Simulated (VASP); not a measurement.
# FeCo3 (Pm-3m) in VASP: further runs

FeCo3 is run at these levels: PBEsol; tasks: single point.

Everything below comes from runs of VASP 6.6.1. Logs are shortened: lines on timing, memory, paths and dates and some standing lists are left out, and cuts for length are marked.

## (1) The cell of the first run

The structure is cubic, space group Pm-3m (No. 221). The conventional cell has a = 3.522 Å, b = 3.522 Å, c = 3.522 Å, α = 90.00°, β = 90.00°, γ = 90.00°. Within 3.3 Å of Fe (site symmetry m-3m) lie 12 Co at 2.49 Å. Within 3.3 Å of Co (site symmetry 4/mmm) lie 4 Fe at 2.49 Å and 8 Co at 2.49 Å.

## (2) Single point, PBEsol, collinear spin, ferromagnetic start (volume scaled by 1.03)

Contents of INCAR:

```
SYSTEM = FeCo3
  PREC = Accurate
  ENCUT = 520
  EDIFF = 1E-7
  ISMEAR = 0
  SIGMA = 0.1
  LREAL = .FALSE.
  LASPH = .TRUE.
  NELM = 150
  ALGO = Fast
  ISIF = 2
  LWAVE = .FALSE.
  LCHARG = .FALSE.
  ISPIN = 2
  MAGMOM = 2.77 1.78 1.78 1.78
  LORBIT = 11
  LMAXMIX = 4
  GGA = PS
  NBANDS = 30
```

Contents of KPOINTS:

```
Automatic mesh
0
G
  12 12 12
  0 0 0
```

Contents of POSCAR:

```
FeCo3
1.0
    3.5221852297      0.0000000000      0.0000000000
    0.0000000000      3.5221852297      0.0000000000
    0.0000000000      0.0000000000      3.5221852297
Fe Co
1 3
Direct
    0.0000000000      0.0000000000      0.0000000000
    0.5000000000      0.5000000000      0.0000000000
    0.5000000000      0.0000000000      0.5000000000
    0.0000000000      0.5000000000      0.5000000000
```

Potentials or basis: VASP PAW PBE potentials, release 64 (Fe, Co).

Run with:

```
$ cat potpaw_PBE.64/Fe/POTCAR potpaw_PBE.64/Co/POTCAR > POTCAR
$ mpirun -np 1 vasp_std > vasp.out
```

OUTCAR:

```text
SYSTEM = FeCo3
   PREC = Accurate
   ENCUT = 520
   EDIFF = 1E-7
   ISMEAR = 0
   LREAL = .FALSE.
   LASPH = .TRUE.
   NELM = 150
   ISIF = 2
   ISPIN = 2
   LORBIT = 11
   GGA = PS

 ion  position               nearest neighbor table
   1  0.000  0.000  0.000-   2 2.49   3 2.49   4 2.49   3 2.49   4 2.49   2 2.49   4 2.49   4 2.49
                             2 2.49   3 2.49   3 2.49   2 2.49
   2  0.500  0.500  0.000-   1 2.49   3 2.49   4 2.49   3 2.49   4 2.49   1 2.49   3 2.49   3 2.49
                             1 2.49   4 2.49   4 2.49   1 2.49
   3  0.500  0.000  0.500-   1 2.49   2 2.49   4 2.49   1 2.49   2 2.49   2 2.49   4 2.49   2 2.49
                             1 2.49   4 2.49   1 2.49   4 2.49
   4  0.000  0.500  0.500-   1 2.49   2 2.49   3 2.49   1 2.49   2 2.49   1 2.49   3 2.49   1 2.49
                             2 2.49   3 2.49   2 2.49   3 2.49

  LATTYP: Found a simple cubic cell.
 ALAT       =     3.5221852297

  Lattice vectors:

 A1 = (   3.5221852297,   0.0000000000,   0.0000000000)
 A2 = (   0.0000000000,   3.5221852297,   0.0000000000)
 A3 = (   0.0000000000,   0.0000000000,   3.5221852297)

Analysis of symmetry for initial positions (statically):
=====================================================================
 Subroutine PRICEL returns:
 Original cell was already a primitive cell.

 Routine SETGRP: Setting up the symmetry group for a
 simple cubic supercell.

 Subroutine GETGRP returns: Found 48 space group operations
 (whereof 48 operations were pure point group operations)
 out of a pool of 48 trial point group operations.

The static configuration has the point symmetry O_h .

Analysis of symmetry for dynamics (positions and initial velocities):
=====================================================================
 Subroutine PRICEL returns:
 Original cell was already a primitive cell.

 Routine SETGRP: Setting up the symmetry group for a
 simple cubic supercell.

 Subroutine GETGRP returns: Found 48 space group operations
 (whereof 48 operations were pure point group operations)
 out of a pool of 48 trial point group operations.

The dynamic configuration has the point symmetry O_h .

Analysis of structural, dynamic, and magnetic symmetry:
=====================================================================
 Subroutine PRICEL returns:
 Original cell was already a primitive cell.

 Routine SETGRP: Setting up the symmetry group for a
 simple cubic supercell.

 Subroutine GETGRP returns: Found 48 space group operations
 (whereof 48 operations were pure point group operations)
 out of a pool of 48 trial point group operations.

The overall configuration has the point symmetry O_h .

 Subroutine INISYM returns: Found 48 space group operations
 (whereof 48 operations are pure point group operations),
 and found     1 'primitive' translations

----------------------------------------------------------------------------------------

                                     Primitive cell

  volume of cell :      43.6955

  direct lattice vectors                    reciprocal lattice vectors
     3.522185230  0.000000000  0.000000000     0.283914654  0.000000000  0.000000000
     0.000000000  3.522185230  0.000000000     0.000000000  0.283914654  0.000000000
     0.000000000  0.000000000  3.522185230     0.000000000  0.000000000  0.283914654

  length of vectors
     3.522185230  3.522185230  3.522185230     0.283914654  0.283914654  0.283914654

  position of ions in fractional coordinates (direct lattice)
     0.000000000  0.000000000  0.000000000
     0.500000000  0.500000000  0.000000000
     0.500000000  0.000000000  0.500000000
     0.000000000  0.500000000  0.500000000

  ion indices of the primitive-cell ions
   primitive index   ion index
                 1           1
                 2           2
                 3           3
                 4           4

----------------------------------------------------------------------------------------

 KPOINTS: Automatic mesh

Automatic generation of k-mesh.
 Grid dimensions read from file:
 generate k-points for:   12   12   12

 Generating k-lattice:

  Cartesian coordinates                     Fractional coordinates (reciprocal lattice)
     0.023659554  0.000000000  0.000000000     0.083333333  0.000000000  0.000000000
     0.000000000  0.023659554  0.000000000     0.000000000  0.083333333  0.000000000
     0.000000000  0.000000000  0.023659554     0.000000000  0.000000000  0.083333333

  Length of vectors
     0.023659554  0.023659554  0.023659554

  Shift w.r.t. Gamma in fractional coordinates (k-lattice)
     0.000000000  0.000000000  0.000000000

 Subroutine IBZKPT returns following result:
 ===========================================

 Found     84 irreducible k-points:

 Following reciprocal coordinates:
            Coordinates               Weight
  0.000000  0.000000  0.000000      1.000000
  0.083333  0.000000  0.000000      6.000000
[... 92 lines left out ...]
      6       4.4796      1.00000
[... 21 lines left out ...]
     28      23.7887      0.00000
     29      23.7890      0.00000

 k-point     2 :       0.0833    0.0000    0.0000
  band No.  band energies     occupation
      1       0.1880      1.00000
      2       3.7860      1.00000
      3       3.8062      1.00000
      4       3.9416      1.00000
      5       4.5105      1.00000
      6       4.5156      1.00000
[... 21 lines left out ...]
     28      23.4090      0.00000
     29      23.4111      0.00000

 k-point     3 :       0.1667    0.0000    0.0000
  band No.  band energies     occupation
      1       0.4619      1.00000
      2       3.8497      1.00000
      3       3.9499      1.00000
      4       4.0696      1.00000
      5       4.6019      1.00000
      6       4.6239      1.00000
[... 638 lines left out ...]
      5       5.2599      1.00000
      6       5.3263      1.00000
[... 21 lines left out ...]
     28      21.4857      0.00000
     29      22.4162      0.00000

 k-point    24 :       0.4167    0.3333    0.0000
  band No.  band energies     occupation
      1       3.3141      1.00000
      2       4.4081      1.00000
      3       4.9892      1.00000
      4       5.2085      1.00000
      5       5.3241      1.00000
      6       5.4825      1.00000
[... 21 lines left out ...]
     28      21.6843      0.00000
     29      22.3253      0.00000

 [... further k-points ...]

 spin component 2

 k-point     1 :       0.0000    0.0000    0.0000
  band No.  band energies     occupation
      1       0.2387      1.00000
      2       5.0717      1.00000
      3       5.1197      1.00000
      4       5.1197      1.00000
      5       5.8383      1.00000
      6       5.8383      1.00000
[... 21 lines left out ...]
     28      23.9756      0.00000
     29      23.9768      0.00000

 k-point     2 :       0.0833    0.0000    0.0000
  band No.  band energies     occupation
      1       0.3313      1.00000
      2       5.0907      1.00000
      3       5.1516      1.00000
      4       5.1783      1.00000
      5       5.8730      1.00000
      6       5.8732      1.00000
[... 21 lines left out ...]
     28      23.7038      0.00000
     29      23.7047      0.00000

 k-point     3 :       0.1667    0.0000    0.0000
  band No.  band energies     occupation
      1       0.6066      1.00000
      2       5.0645      1.00000
      3       5.2993      1.00000
      4       5.3467      1.00000
      5       5.9754      1.00000
      6       5.9781      1.00000
[... 638 lines left out ...]
      5       6.5146      1.00000
      6       6.6852      1.00000
[... 21 lines left out ...]
     28      22.1117      0.00000
     29      22.8984      0.00000

 k-point    24 :       0.4167    0.3333    0.0000
  band No.  band energies     occupation
      1       3.5772      1.00000
      2       4.9588      1.00000
      3       5.8705      1.00000
      4       6.3164      1.00000
      5       6.7734      1.00000
      6       6.8451      1.00000
[... 21 lines left out ...]
     28      22.2871      0.00000
     29      22.9610      0.00000

 [... further k-points ...]

 [bands above 29 left out]

------------------------ aborting loop because EDIFF is reached ----------------------------------------

  FORCE on cell =-STRESS in cart. coord.  units (eV):
  Direction    XX          YY          ZZ          XY          YZ          ZX
  --------------------------------------------------------------------------------------
  -------------------------------------------------------------------------------------
  Total       -1.8612475     -1.8612475     -1.8612475     -0.0000000     -0.0000000      0.0000000
  in kB      -68.2461477    -68.2461477    -68.2461477     -0.0000000     -0.0000000      0.0000000
  external PRESSURE =     -68.2461477 kB  Pullay stress =       0.0000000 kB

 VOLUME and BASIS-vectors are now :
 -----------------------------------------------------------------------------
  energy-cutoff  :      520.00
  volume of cell :       43.70
      direct lattice vectors                 reciprocal lattice vectors
     3.522185230  0.000000000  0.000000000     0.283914654  0.000000000  0.000000000
     0.000000000  3.522185230  0.000000000     0.000000000  0.283914654  0.000000000
     0.000000000  0.000000000  3.522185230     0.000000000  0.000000000  0.283914654

 POSITION                                       TOTAL-FORCE (eV/Angst)
 -----------------------------------------------------------------------------------
      0.00000      0.00000      0.00000         0.000000      0.000000      0.000000
      1.76109      1.76109      0.00000         0.000000      0.000000      0.000000
      1.76109      0.00000      1.76109         0.000000      0.000000      0.000000
      0.00000      1.76109      1.76109         0.000000      0.000000      0.000000
 -----------------------------------------------------------------------------------
    total drift:                                0.000000      0.000000      0.000000

  FREE ENERGIE OF THE ION-ELECTRON SYSTEM (eV)
  ---------------------------------------------------
  free  energy   TOTEN  =       -32.0125353215 eV

  energy  without entropy=      -31.9919499573  energy(sigma->0) =      -32.00224264

 total charge

# of ion       s       p       d       tot
------------------------------------------
    1        0.492   0.542   6.219   7.253
    2        0.495   0.532   7.265   8.291
    3        0.495   0.532   7.265   8.291
    4        0.495   0.532   7.265   8.291
--------------------------------------------------
tot          1.976   2.137  28.013  32.126

 magnetization (x)

# of ion       s       p       d       tot
------------------------------------------
    1       -0.005  -0.034   2.585   2.546
    2       -0.018  -0.049   1.652   1.585
    3       -0.018  -0.049   1.652   1.585
    4       -0.018  -0.049   1.652   1.585
--------------------------------------------------
tot         -0.060  -0.180   7.541   7.301
```

Run time: 4.5 min. Hardware: 1 thread of Oxide Virtual Turin-like, shared host; peak memory 0.26 GiB.

What came out:

```
Free energy                                           : -32.0125 eV
Pressure                                              : -6.8 GPa
Net moment                                            : 7.29 μB per cell
Site moments                                          : Fe +2.55; Co +1.58 μB
Valence electrons inside the program's atomic spheres : Fe 7.25; Co 8.29
```

Caveat: the cell differs from its parent crystal (volume scaled by 1.03); the PAW data sets were made with another functional, which shifts forces and pressure a little.

## (3) Single point, PBEsol, collinear spin, ferromagnetic start (volume scaled by 1.06)

Contents of INCAR:

```
SYSTEM = FeCo3
ALGO = Normal
EDIFF = 1E-6
ENCUT = 520
GGA = PS
ISIF = 2
ISMEAR = 0
ISPIN = 2
LASPH = .True.
LCHARG = .False.
LMAXMIX = 4
LORBIT = 11
LREAL = .False.
LWAVE = .False.
MAGMOM = 2.77 1.78 1.78 1.78
NBANDS = 30
NELM = 150
PREC = Accurate
SIGMA = 0.1
```

Contents of KPOINTS:

```
k-points
0
Gamma
  12 12 12
  0 0 0
```

Contents of POSCAR:

```
FeCo3
1.0
    3.5560544731      0.0000000000      0.0000000000
    0.0000000000      3.5560544731      0.0000000000
    0.0000000000      0.0000000000      3.5560544731
Fe Co
1 3
Direct
    0.0000000000      0.0000000000      0.0000000000
    0.5000000000      0.5000000000      0.0000000000
    0.5000000000      0.0000000000      0.5000000000
    0.0000000000      0.5000000000      0.5000000000
```

Potentials or basis: VASP PAW PBE potentials, release 64 (Fe, Co).

Run with:

```
$ cat potpaw_PBE.64/Fe/POTCAR potpaw_PBE.64/Co/POTCAR > POTCAR
$ mpirun -np 1 vasp_std > vasp.out
```

It took 4 min on 1 thread of Oxide Virtual Turin-like, shared host; peak memory 0.25 GiB.

It converged, with:

* Free energy: -31.9376 eV
* Pressure: -12.0 GPa
* Net moment: 7.43 μB per cell
* Site moments: Fe +2.60; Co +1.62 μB
* Valence electrons inside the program's atomic spheres: Fe 7.19; Co 8.24

Levels at points of the mesh, in eV from the Fermi level:
Spin up:
```csv
k point,band 18,band 19,band 20,band 21,band 22,band 23,band 24,band 25
"(0.00, 0.00, 0.00)",-0.45,-0.26,-0.26,-0.26,2.49,2.49,2.49,9.38
"(0.50, 0.00, 0.00)",-1.58,-1.19,-1.12,-0.45,-0.26,7.84,7.84,7.85
"(0.50, 0.50, 0.00)",-1.38,-1.38,-1.34,1.01,1.01,1.18,1.21,11.47
"(0.50, 0.50, 0.50)",-0.61,-0.56,-0.56,-0.27,-0.24,-0.24,-0.24,6.00
```
Spin down:
```csv
k point,band 9,band 10,band 11,band 12,band 13,band 14,band 15,band 16,band 17,band 18
"(0.00, 0.00, 0.00)",-0.84,-0.84,0.54,0.54,1.28,1.36,1.36,1.36,1.78,1.78
"(0.50, 0.00, 0.00)",-1.75,-1.75,-0.48,-0.30,-0.03,-0.03,0.25,0.49,0.49,0.80
"(0.50, 0.50, 0.00)",-1.51,-1.51,-1.36,-1.15,-0.18,-0.18,-0.14,0.21,0.25,0.76
"(0.50, 0.50, 0.50)",-0.84,-0.84,-0.67,-0.67,-0.26,-0.13,-0.13,-0.13,1.21,1.21
```

Caveat: the cell differs from its parent crystal (volume scaled by 1.06); the PAW data sets were made with another functional, which shifts forces and pressure a little.

## (4) Single point, PBEsol, collinear spin, ferromagnetic start

This run uses another cell than the first one, of 10.61 Å³/atom, 0.971 times its volume.

Contents of INCAR:

```
PREC     = Accurate       # precision mode
ENCUT    = 520            # plane-wave cutoff, eV
EDIFF    = 1E-7           # SCF threshold, eV
ISMEAR   = 0              # smearing method
SIGMA    = 0.1            # smearing width, eV
LREAL    = False          # projectors in reciprocal space
LASPH    = True           # aspherical terms in the spheres
NELM     = 150            # most SCF steps
ALGO     = Normal         # electronic algorithm
ISIF     = 2              # what is computed and relaxed
LWAVE    = False          # write WAVECAR
LCHARG   = True           # write CHGCAR
ISPIN    = 2              # spin polarisation
MAGMOM   = 2.89 1.87 1.87 1.87 # initial moments
LORBIT   = 11             # projections on sites
LMAXMIX  = 4              # l up to which the mixer works
GGA      = PS             # functional
LELF     = True           # ELF
LVHAR    = True         
NBANDS   = 30             # bands
```

Contents of KPOINTS:

```
Automatic mesh
0
Gamma
  12 12 12
```

Contents of POSCAR:

```
FeCo3
1.0
    3.4876517529      0.0000000000      0.0000000000
    0.0000000000      3.4876517529      0.0000000000
    0.0000000000      0.0000000000      3.4876517529
Fe Co
1 3
Direct
    0.0000000000      0.0000000000      0.0000000000
    0.5000000000      0.5000000000      0.0000000000
    0.5000000000      0.0000000000      0.5000000000
    0.0000000000      0.5000000000      0.5000000000
```

Run with:

```
$ cat potpaw_PBE.64/Fe/POTCAR potpaw_PBE.64/Co/POTCAR > POTCAR
$ mpirun -np 1 vasp_std > vasp.out
```

Wall time 5.7 min (1 thread of Oxide Virtual Turin-like, shared host); peak memory 0.25 GiB.

It converged, with:

```
Free energy                                           : -32.0428 eV
Pressure                                              : -0.6 GPa
Net moment                                            : 7.18 μB per cell
Site moments                                          : Fe +2.50; Co +1.56 μB
Valence electrons inside the program's atomic spheres : Fe 7.32; Co 8.35
```

Levels at points of the mesh, in eV from the Fermi level:
Spin up:
| k point | band 18 | band 19 | band 20 | band 21 | band 22 | band 23 | band 24 | band 25 |
| --- | --- | --- | --- | --- | --- | --- | --- | --- |
| (0.00, 0.00, 0.00) | -0.30 | -0.08 | -0.08 | -0.08 | 2.62 | 2.62 | 2.62 | 10.02 |
| (0.50, 0.00, 0.00) | -1.50 | -1.09 | -1.00 | -0.30 | -0.08 | 8.28 | 8.28 | 8.30 |
| (0.50, 0.50, 0.00) | -1.30 | -1.30 | -1.29 | 1.25 | 1.25 | 1.45 | 1.47 | 12.06 |
| (0.50, 0.50, 0.50) | -0.45 | -0.41 | -0.41 | -0.30 | -0.25 | -0.25 | -0.25 | 6.55 |
Spin down:
```tsv
k point	band 10	band 11	band 12	band 13	band 14	band 15	band 16	band 17	band 18	band 19
(0.00, 0.00, 0.00)	-0.95	0.54	0.54	1.34	1.45	1.45	1.45	1.86	1.86	2.10
(0.50, 0.00, 0.00)	-1.91	-0.56	-0.37	-0.06	-0.06	0.23	0.47	0.47	0.82	0.93
(0.50, 0.50, 0.00)	-1.68	-1.52	-1.31	-0.24	-0.24	-0.20	0.20	0.25	0.73	0.80
(0.50, 0.50, 0.50)	-0.96	-0.77	-0.77	-0.27	-0.12	-0.12	-0.12	1.28	1.28	1.28
```

Caveat: the PAW data sets were made with another functional, which shifts forces and pressure a little.

## (5) The runs side by side

```csv
cell,gap on the mesh (eV),pressure (GPa),moment (μB)
"a = 3.522 Å, 4 atoms",none,-6.8,7.29
"a = 3.556 Å, 4 atoms",none,-12.0,7.43
"a = 3.488 Å, 4 atoms",none,-0.6,7.18
```

Alike in all rows: task single point; level PBEsol; potentials or basis VASP PAW PBE potentials, release 64 (Fe, Co); spin collinear, ferromagnetic start; k mesh 12 × 12 × 12; cutoff (eV) 520; smearing gaussian 0.1 eV.

Caveats: the PAW data sets were made with another functional, which shifts forces and pressure a little.

Total energies depend on the potentials used, so only differences within one code and one set of settings carry meaning.
